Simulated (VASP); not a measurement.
# H4C2O3 in VASP: a series of runs, part 2 of 3

VASP 6.6.1.

### Step 3. Single point, LDA

This run uses another cell than the first one, of 8.90 Å³/atom.

File INCAR:

```
SYSTEM = H4C2O3
ALGO     = Normal         ! electronic algorithm
EDIFF    = 1E-6           ! SCF threshold, eV
ENCUT    = 1000           ! plane-wave cutoff, eV
GGA      = CA             ! functional
GGA_COMPAT= .FALSE.      
ISIF     = 2              ! what is computed and relaxed
ISMEAR   = -1             ! smearing method
LASPH    = .TRUE.         ! aspherical terms in the spheres
LCHARG   = .FALSE.        ! write CHGCAR
LREAL    = Auto         
LWAVE    = .FALSE.        ! write WAVECAR
NBANDS   = 64             ! bands
NELM     = 120            ! most SCF steps
PREC     = Accurate       ! precision mode
SIGMA    = 0.02           ! smearing width, eV
```

File KPOINTS:

```
k-points
0
G
  1 1 1
  0 0 0
```

File POSCAR:

```
H4C2O3
1.0
    6.2165030000      0.0000000000      0.0000000000
    0.0000000000      6.2165030000      0.0000000000
    0.0000000000      0.0000000000      6.2165030000
O C H
9 6 12
Direct
    0.3211934427      0.9406413863      0.9949323599
    0.9174933238      0.0477760567      0.8340863022
    0.6742858485      1.1464966718      0.3321159822
    0.3116060589      0.3118312659      1.0383651387
    0.5907501372      0.2667737794      0.8113243089
    0.9172520306      0.8430141512      0.1473336376
    1.0641352542      0.6295340001     -0.1005870986
    0.4579584374      0.4583123341      0.4288263031
    0.7841064341      0.5852003932      0.5299603330
    0.4332821845      0.7828356232      0.9553763587
    0.9023079374      0.2424996819      0.8391534598
    0.5809536326      1.0016403113      0.4295501828
    0.4996539051      0.3582078220      0.9737307293
    1.0100534014      0.6717763990      0.0892302312
    0.5866159801      0.5884176361      0.5284321426
    0.6054207647      0.7887231776      0.9770284033
    0.3308290851      0.6380275213      0.8850635156
    0.9586096878      0.3285448427      0.9860688558
    0.9271933111      0.3411242623      0.6928975985
    0.5516284638      0.8399255980      0.3362983980
    0.5408989588      1.0136567134      0.5971041919
    0.3008282953      0.1457893610      1.0147988347
    0.5806158221      0.5050267007      1.0595506831
    0.9092571821      0.9456281128     -0.0190299916
    1.0154744557      0.5493763938      0.2285851064
    0.5561486900      0.3379391919      0.3831414543
    0.5053966836      0.7054931044      0.6320273633
```

Potentials or basis: VASP PAW LDA potentials, release 64 (O_h, C_h, H_h).

Launch:

```bash
$ cat potpaw_LDA.64/O_h/POTCAR potpaw_LDA.64/C_h/POTCAR potpaw_LDA.64/H_h/POTCAR > POTCAR
$ mpirun -np 1 vasp_gam > vasp.out
```

OUTCAR:

```text
SYSTEM = H4C2O3
   EDIFF = 1E-6
   ENCUT = 1000
   GGA = CA
   ISIF = 2
   ISMEAR = -1
   LASPH = .TRUE.
   LREAL = Auto
   NELM = 120
   PREC = Accurate

 ion  position               nearest neighbor table
   1  0.321  0.941  0.995-  10 1.23
   2  0.917  0.048  0.834-  24 1.11  11 1.21
   3  0.674  0.146  0.332-  12 1.23
   4  0.312  0.312  0.038-  22 1.04  13 1.27
   5  0.591  0.267  0.811-  13 1.29
   6  0.917  0.843  0.147-  14 1.26
   7  0.064  0.630  0.899-  14 1.25
   8  0.458  0.458  0.429-  26 1.01  15 1.30
   9  0.784  0.585  0.530-  15 1.23
  10  0.433  0.783  0.955-  16 1.08  17 1.19   1 1.23
  11  0.902  0.242  0.839-  19 1.11  18 1.11   2 1.21
  12  0.581  0.002  0.430-  21 1.07  20 1.17   3 1.23
  13  0.500  0.358  0.974-  23 1.17   4 1.27   5 1.29
  14  0.010  0.672  0.089-  25 1.15   7 1.25   6 1.26
  15  0.587  0.588  0.528-  27 1.10   9 1.23   8 1.30
  16  0.605  0.789  0.977-  10 1.08
  17  0.331  0.638  0.885-  10 1.19
  18  0.959  0.329  0.986-  11 1.11
  19  0.927  0.341  0.693-  11 1.11
  20  0.552  0.840  0.336-  12 1.17
  21  0.541  0.014  0.597-  12 1.07
  22  0.301  0.146  0.015-   4 1.04
  23  0.581  0.505  0.060-  13 1.17
  24  0.909  0.946  0.981-   2 1.11
  25  0.015  0.549  0.229-  14 1.15
  26  0.556  0.338  0.383-   8 1.01
  27  0.505  0.705  0.632-  15 1.10

  LATTYP: Found a simple cubic cell.
 ALAT       =     6.2165030000

  Lattice vectors:

 A1 = (   6.2165030000,   0.0000000000,   0.0000000000)
 A2 = (   0.0000000000,   6.2165030000,   0.0000000000)
 A3 = (   0.0000000000,   0.0000000000,   6.2165030000)

Analysis of symmetry for initial positions (statically):
=====================================================================
 Subroutine PRICEL returns:
 Original cell was already a primitive cell.

 Routine SETGRP: Setting up the symmetry group for a
 simple cubic supercell.

 Subroutine GETGRP returns: Found  1 space group operations
 (whereof  1 operations were pure point group operations)
 out of a pool of 48 trial point group operations.

The static configuration has the point symmetry C_1 .

Analysis of symmetry for dynamics (positions and initial velocities):
=====================================================================
 Subroutine PRICEL returns:
 Original cell was already a primitive cell.

 Routine SETGRP: Setting up the symmetry group for a
 simple cubic supercell.

 Subroutine GETGRP returns: Found  1 space group operations
 (whereof  1 operations were pure point group operations)
 out of a pool of 48 trial point group operations.

The dynamic configuration has the point symmetry C_1 .

 Subroutine INISYM returns: Found  1 space group operations
 (whereof  1 operations are pure point group operations),
 and found     1 'primitive' translations

----------------------------------------------------------------------------------------

                                     Primitive cell

  volume of cell :     240.2362
[... 81 lines left out ...]
     0.000000000  0.000000000  0.160862144     0.000000000  0.000000000  1.000000000

  Length of vectors
     0.160862144  0.160862144  0.160862144

  Shift w.r.t. Gamma in fractional coordinates (k-lattice)
     0.000000000  0.000000000  0.000000000

 Subroutine IBZKPT returns following result:
 ===========================================

 Found      1 irreducible k-points:

 Following reciprocal coordinates:
            Coordinates               Weight
  0.000000  0.000000  0.000000      1.000000
   k-points           NKPTS =      1   k-points in BZ     NKDIM =      1   number of bands    NBANDS=     64
   number of dos      NEDOS =    301   number of ions     NIONS =     27
   total plane-waves  NPLWV = 262144
   dimension x,y,z NGX =    64 NGY =   64 NGZ =   64
   dimension x,y,z NGXF=   128 NGYF=  128 NGZF=  128
   ions per type =               9   6  12
   NGX,Y,Z   is equivalent  to a cutoff of  17.12, 17.12, 17.12 a.u.
   NGXF,Y,Z  is equivalent  to a cutoff of  34.23, 34.23, 34.23 a.u.
 SYSTEM =  H4C2O3
   PREC   = accura    normal or accurate (medium, high low for compatibility)
   ISTART =      0    job   : 0-new  1-cont  2-samecut
   ICHARG =      2    charge: 1-file 2-atom 10-const
   ISPIN  =      1    spin polarized calculation?
   LNONCOLLINEAR =      F non collinear calculations
   LSORBIT =      F    spin-orbit coupling
   LASPH  =      T    aspherical Exc in radial PAW
   ENCUT  = 1000.0 eV  73.50 Ry    8.57 a.u.  16.03 16.03 16.03*2*pi/ulx,y,z
   NELM   =    120;   NELMIN=  2; NELMDL= -5     # of ELM steps
   EDIFF  = 0.1E-05   stopping-criterion for ELM
   LREAL  =      T    real-space projection
   EDIFFG = 0.1E-04   stopping-criterion for IOM
   NSW    =      0    number of steps for IOM
   IBRION =     -1    ionic relax: 0-MD 1-quasi-New 2-CG
   NFREE  =      0    steps in history (QN), initial steepest desc. (CG)
   ISIF   =      2    stress and relaxation
   ISYM   =      2    0-nonsym 1-usesym 2-fastsym
   POTIM  = 0.5000    time-step for ionic-motion
   TEBEG  =    0.0;   TEEND  =   0.0 temperature during run
   PSTRESS=    0.0 pullay stress
   NELECT =      90.0000    total number of electrons
   NUPDOWN=      -1.0000    fix difference up-down
   EMIN   =  10.00;   EMAX   =-10.00  energy-range for DOS
   EFERMI =   0.00;   METHOD = LEGACY
   ISMEAR =    -1;   SIGMA  =   0.02  broadening in eV -4-tet -1-fermi 0-gaus
   EFERMI_NEDOS =   21; number of points for ismear=-14 and -15
   IALGO  =     38    algorithm
   IMIX   =      4    mixing-type and parameters
     AMIX     =   0.40;   BMIX     =  1.00
     AMIX_MAG =   1.60;   BMIX_MAG =  1.00
  volume/ion in A,a.u.               =       8.90        60.04
  Fermi-wavevector in a.u.,A,eV,Ry     =   1.180165  2.230189 18.950061  1.392790
  Thomas-Fermi vector in A             =   2.316463
   LORBIT       =      0    0 simple, 1 ext, 2 COOP (PROOUT), +10 PAW based schemes
   GGA     = CA    functional components
   LHFCALC =     F    Hartree Fock is set to
   AEXX    =    0.0000 exact exchange contribution
   IVDW    =     0    specifies the selected vdW correction
   LEPSILON=     F    determine dielectric tensor
   LRPA    =     F    only Hartree local field effects (RPA)
 non-spin polarized calculation
  energy-cutoff  :     1000.00
  volume of cell :      240.24
 maximum number of plane-waves:      8539
   NGX = 33   NGY = 33   NGZ = 33

 number of electron      90.0000001 magnetization

 Free energy of the ion-electron system (eV)
  ---------------------------------------------------
  ext. energy  EPLUGINS =         0.00000000
  ---------------------------------------------------
  free energy    TOTEN  =      -166.92778523 eV

  energy without entropy =     -166.92778523  energy(sigma->0) =     -166.92778523

 E-fermi :   0.2475     XC(G=0):  -8.9267

 val. band max:       -0.2497451991   @ k =   0.0000   0.0000   0.0000
 cond. band min:       1.8981355372   @ k =   0.0000   0.0000   0.0000
 fundamental gap:      2.1478807363
 Fermi energy:         0.2475292798

 k-point     1 :       0.0000    0.0000    0.0000
  band No.  band energies     occupation
      1     -22.9943      2.00000
      2     -22.5113      2.00000
      3     -21.8084      2.00000
      4     -21.6745      2.00000
      5     -21.6245      2.00000
      6     -20.8785      2.00000
[... 49 lines left out ...]
     56       7.9552      0.00000
     57       8.2539      0.00000
 [bands above 57 left out]

------------------------ aborting loop because EDIFF is reached ----------------------------------------

  FORCE on cell =-STRESS in cart. coord.  units (eV):
  Direction    XX          YY          ZZ          XY          YZ          ZX
  --------------------------------------------------------------------------------------
  -------------------------------------------------------------------------------------
  Total        3.2713292     14.0845896      0.3332708     -2.9820455     -2.7621942      0.3243369
  in kB       21.8170684     93.9325987      2.2226413    -19.8877843    -18.4215575      2.1630596
  external PRESSURE =      39.3241028 kB  Pullay stress =       0.0000000 kB

 VOLUME and BASIS-vectors are now :
 -----------------------------------------------------------------------------
  energy-cutoff  :     1000.00
  volume of cell :      240.24
      direct lattice vectors                 reciprocal lattice vectors
     6.216503000  0.000000000  0.000000000     0.160862144  0.000000000  0.000000000
     0.000000000  6.216503000  0.000000000     0.000000000  0.160862144  0.000000000
     0.000000000  0.000000000  6.216503000     0.000000000  0.000000000  0.160862144

 POSITION                                       TOTAL-FORCE (eV/Angst)
 -----------------------------------------------------------------------------------
      1.99670      5.84750      6.18500         0.289497     -1.800783      0.070599
      5.70360      0.29700      5.18510        -0.181245     -2.267250     -2.090547
      4.19170      0.91070      2.06460        -1.243024     -1.359215      0.917511
      1.93710      1.93850      0.23850         0.643584      0.400693      0.296803
      3.67240      1.65840      5.04360        -1.057149      1.414460      2.983405
      5.70210      5.24060      0.91590        -0.489737      0.206188      0.235701
[... 19 lines left out ...]
      3.45730      2.10080      2.38180         0.467177     -0.609081     -0.345861
      3.14180      4.38570      3.92900        -0.699505      0.298795      0.458874
 -----------------------------------------------------------------------------------
    total drift:                                0.002590      0.001156      0.002480

  FREE ENERGIE OF THE ION-ELECTRON SYSTEM (eV)
  ---------------------------------------------------
  free  energy   TOTEN  =      -166.9277852324 eV

  energy  without entropy=     -166.9277852324  energy(sigma->0) =     -166.92778523
```

Wall time 19 s (1 thread of AMD EPYC 9R45 (Zen 5), shared host); peak memory 0.39 GiB.

What came out:

```yaml
Free_energy: -166.9278 eV
Pressure: 3.9 GPa
Largest_force: 3.774 eV/Å
```

Forces on the atoms (eV/Å):
```
O    0.289 -1.801  0.071
O   -0.181 -2.267 -2.091
O   -1.243 -1.359  0.918
O    0.644  0.401  0.297
O   -1.057  1.414  2.983
O   -0.490  0.206  0.236
O   -0.662  0.218  1.496
O   -0.495  0.892  0.056
O   -1.131 -0.125 -0.475
C   -2.051  0.725 -1.189
C    0.822  2.224  0.046
C    1.675 -0.431 -3.355
C    1.609  0.725 -1.742
C   -0.347 -1.597 -0.619
C    1.973 -0.092  0.637
H    1.391  0.172  0.216
H    0.867  0.992  0.702
H   -1.076  0.020  0.168
H   -0.185 -0.135 -0.042
H    0.097  1.321  0.634
H   -0.522  0.301  1.228
H   -0.074 -0.357 -0.153
H   -0.287 -1.730 -0.370
H    0.292  0.320  0.961
H    0.373  0.272 -0.725
H    0.467 -0.609 -0.346
H   -0.700  0.299  0.459
```

Levels at points of the mesh, in eV from the Fermi level:
| k point | band 41 | band 42 | band 43 | band 44 | band 45 | band 46 | band 47 | band 48 | band 49 | band 50 |
| --- | --- | --- | --- | --- | --- | --- | --- | --- | --- | --- |
| (0.00, 0.00, 0.00) | -1.84 | -1.53 | -1.24 | -0.80 | -0.50 | 1.65 | 1.69 | 3.02 | 3.88 | 3.90 |

Caveat: the k points lie up to 1.01 Å⁻¹ apart, too coarse for converged energies, forces and pressures; the atoms stand as in a frame of molecular dynamics.

(Continued in part 3 of 3.)
